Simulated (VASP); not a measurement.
**Ge: single point with PBEsol**

The system is Ge, a slab with vacuum.

```xyz
32
Lattice="5.6756 5.6756 0.0000 -5.6756 5.6756 0.0000 0.0000 0.0000 23.9323" Properties=species:S:1:pos:R:3 pbc="T T T"
Ge    5.0537    6.0354    6.7386
Ge   -5.5543    5.5922   12.7852
Ge    0.3281    5.1392    6.8052
Ge   -0.1890    5.7057   12.5719
Ge    1.1668    1.2317    8.2851
Ge   -4.2020    7.1033   14.2315
Ge    1.2597    6.8662    8.4018
Ge    1.3218    7.0413   13.9688
Ge    3.4255    7.7075    7.7137
Ge    2.8092    8.4210   12.5499
Ge    1.9849    3.4202    7.6479
Ge    2.8425    2.8874   12.7775
Ge   -1.3392    4.1945    8.4590
Ge   -1.5512    4.2231   13.9966
Ge    4.1572    4.3154    8.3671
Ge   -1.3594    9.9286   14.2323
Ge   -2.8960    5.6686    9.7091
Ge   -2.5843    5.8648   15.6525
Ge    2.9493    5.7442    9.9582
Ge    2.9697    5.8927   15.5256
Ge   -1.2168    1.4001   11.3665
Ge   -1.7686    1.9358   17.1318
Ge   -1.5436    7.1766   11.1564
Ge   -0.7995    6.7402   17.2015
Ge    0.1434    2.8868    9.9386
Ge   -0.0976    2.8833   15.4883
Ge   -0.0638    8.5154    9.7090
Ge    0.1021    8.4547   15.5686
Ge    1.4112    9.8860   11.1599
Ge   -3.4046    3.6758   16.2975
Ge    1.4588    4.3656   11.3836
Ge    0.8084    5.0461   16.2349
```

```json
{
  "Program": "VASP 6.6.1",
  "Task": "single point",
  "Functional": "PBEsol",
  "Potentials or basis": "VASP PAW PBE potentials, release 64 (Ge_d)",
  "Cutoff": "520 eV",
  "k mesh": "3 × 3 × 1",
  "Occupations": "fermi-dirac, width 0.05 eV",
  "Spin": "no spin polarisation",
  "Dipole correction": "no",
  "Further INCAR settings": "LREAL = Auto; ALGO = Normal; EDIFF = 1e-07; NBANDS = 246"
}
```

```yaml
Largest_force: 0.033 eV/Å
Band_gap_on_the_k_mesh: 0.25 eV
```

Forces on the atoms (eV/Å):
```
Ge  -0.010  0.007  0.000
Ge   0.008 -0.003 -0.003
Ge   0.004 -0.005 -0.006
Ge  -0.010  0.014 -0.008
Ge   0.011 -0.004  0.007
Ge   0.002  0.006  0.004
Ge   0.002 -0.002  0.001
Ge   0.013  0.016 -0.009
Ge   0.009  0.017 -0.016
Ge  -0.003  0.007 -0.002
Ge   0.000  0.028  0.003
Ge   0.001  0.003 -0.001
Ge  -0.005  0.010 -0.009
Ge   0.008 -0.018  0.004
Ge   0.019 -0.010  0.001
Ge  -0.003 -0.001  0.003
Ge  -0.002 -0.006 -0.003
Ge  -0.016  0.005 -0.008
Ge  -0.026 -0.008  0.019
Ge   0.007  0.000  0.017
Ge   0.003 -0.008  0.003
Ge  -0.004 -0.002  0.014
Ge  -0.006  0.006  0.001
Ge   0.008 -0.011 -0.006
Ge  -0.007 -0.001  0.007
Ge   0.006  0.005  0.000
Ge   0.002  0.000 -0.003
Ge  -0.016  0.008 -0.004
Ge   0.000 -0.003  0.000
Ge  -0.001 -0.029 -0.016
Ge   0.007 -0.009 -0.001
Ge   0.002 -0.015  0.012
```

Levels at points of the mesh, in eV from the valence-band top:
```tsv
k point	band 220	band 221	band 222	band 223	band 224	band 225	band 226	band 227	band 228	band 229
(0.00, 0.00, 0.00)	-0.49	-0.36	-0.34	-0.23	0.00	0.25	0.45	0.57	0.72	0.86
```

Run time: 23 min on 4 MPI ranks on Intel(R) Xeon(R) Platinum 8488C (Sapphire Rapids) (shared host), peak memory 1.1 GiB a rank.

Caveat: there is no dipole correction, which matters where the two faces differ; the PAW data sets were made with another functional, which shifts forces and pressure a little.
